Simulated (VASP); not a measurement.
The system is FeO.

```
Fe O
1.0
     2.62817   -1.60210    0.00000
     2.62817    1.60210    0.00000
    -1.34983    0.00000    5.08006
Fe O
2 2
Direct
  0.50000 0.50000 0.50000
  0.00000 0.00000 0.00000
  0.75000 0.75000 0.25000
  0.25000 0.25000 0.75000
```

Base run:

* Program: VASP 6.6.1
* Functional: BLYP
* Potentials or basis: VASP PAW PBE potentials, release 64 (Fe, O)
* Cutoff: 520 eV
* k mesh: 8 × 8 × 4
* Occupations: methfessel-paxton, width 0.1 eV
* Spin: collinear spin, antiferromagnetic start
* Starting moments: [3.5, -3.5, 0.0, 0.0] μB

Its results: band gap on the k mesh zero (filled and empty bands overlap); pressure -3.6 GPa; net moment 0.00 μB per cell; site moments Fe +3.43, -3.43; O +0.00 μB.

The run is repeated on the same cell with these changes: functional from BLYP to PBEsol. What comes out?

Band gap on the k mesh zero (filled and empty bands overlap); pressure -17.3 GPa; net moment 0.00 μB per cell; site moments Fe +3.44, -3.44; O +0.00 μB.

PBEsol binds more tightly than BLYP, so the same cell stands under less pressure.

Caveats: the cell stands under tension; the PAW data sets were made with another functional, which shifts forces and pressure a little; semilocal functionals often make such compounds metallic where correlation or magnetic order opens a gap, which also shifts bond lengths.
